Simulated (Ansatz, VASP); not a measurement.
## One calculation of NaHfO, two programs

```
Na Hf O
1.0
     3.78046    0.00000    0.00000
    -1.89023    3.27397    0.00000
     0.00000    0.00000    4.50469
Na Hf O
1 1 1
Direct
  0.00000 0.00000 0.00000
  0.66667 0.33333 0.50000
  0.33333 0.66667 0.50000
```

Change from the starting cell: species swapped into the BaCuGe type (P-6m2, No. 187).

Alike in both runs: task relaxation of cell and atoms; functional PBE; k mesh 12 × 12 × 10; occupations gaussian, width 0.1 eV; no spin polarisation.

|  | VASP | Ansatz |
| --- | --- | --- |
| version | VASP 6.6.1 | Ansatz 0.2.0 |
| potentials or method | VASP PAW PBE potentials, release 64 (Na_pv, Hf_pv, O), cutoff 600 eV | scalar-relativistic, plane waves, PAW |
| valence electrons in the cell | 23 | 41 |

|  | VASP | Ansatz | Ansatz less VASP |
| --- | --- | --- | --- |
| gap on the k mesh at the Fermi level, each at its own relaxed structure (eV) | none | none | - |
| relaxed volume (Å³/atom) | 21.45 | 22.47 | +1.022 |
| relaxed cell length with the largest relative difference (Å) | 5.961 | 6.219 | +0.2575 |

A gap of «none» marks a metal or a gap that the smearing closes. VASP's potentials hold 23 valence electrons a cell and Ansatz's 41, so a difference there can come from the potentials and not from the codes.

Neither program's run includes spin-orbit coupling. Noted on VASP's run: the volume moved by over 15 % at a fixed basis, so the end points are rough.
